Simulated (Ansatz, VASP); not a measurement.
## Sc in VASP and in Ansatz

```
CELL_PARAMETERS angstrom
3.30880 0.00000 0.00000
-1.65440 2.86550 0.00716
0.00000 0.01317 5.26800
ATOMIC_POSITIONS crystal
Sc 0.33333 0.66667 0.25000
Sc 0.66667 0.33333 0.75000
```

Change from the starting cell: strain +0.0050 x Voigt [0, 0, 0, 1, 0, 0], atoms carried along.

Alike in both runs: task single point; functional PBE; k mesh 18 × 18 × 10; occupations gaussian, width 0.15 eV; no spin polarisation.

|  | VASP | Ansatz |
| --- | --- | --- |
| version | VASP 6.6.1 | Ansatz 0.2.0 |
| potentials or method | VASP PAW PBE potentials, release 64 (Sc_sv), cutoff 520 eV | scalar-relativistic, plane waves, PAW |
| valence electrons in the cell | 22 | 22 |

|  | VASP | Ansatz | Ansatz less VASP |
| --- | --- | --- | --- |
| gap on the k mesh at the Fermi level (eV) | none | none | - |
| pressure (GPa) | -0.6 | -0.6 | -0.05 |
| traceless stress, the component that is largest in VASP (GPa) | -1.04 | -1.04 | -0.002 |

A gap of «none» marks a metal or a gap that the smearing closes.
